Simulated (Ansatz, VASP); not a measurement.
# V in VASP and in Ansatz

```
V
1.0
    -1.46761    1.46761    1.51300
     1.46761   -1.46761    1.51300
     1.46761    1.46761   -1.51300
V
1
Cartesian
  0.0000 0.0000 0.0000
```

Change from the starting cell: equal xx and yy strain of -3 %.

Alike in both runs: task single point; functional PBEsol; k mesh 19 × 19 × 19; occupations fermi-dirac, width 0.03 eV; collinear spin.

|  | VASP | Ansatz |
| --- | --- | --- |
| version | VASP 6.6.1 | Ansatz 0.2.0 |
| potentials or method | VASP PAW PBE potentials, release 64 (V_sv), cutoff 520 eV | all-electron LAPW, scalar-relativistic |

|  | VASP | Ansatz | Ansatz less VASP |
| --- | --- | --- | --- |
| pressure (GPa) | -1.1 | -1.4 | -0.25 |
| traceless stress, the component that is largest in VASP (GPa) | -3.13 | -3.14 | -0.007 |
| net moment per atom (μB) | 0.00 | 0.00 | -0.001 |

VASP's potentials were made for PBE, not for PBEsol. Ansatz ran all-electron here, and VASP with PAW potentials. Ansatz's warnings: seeded moment not kept.
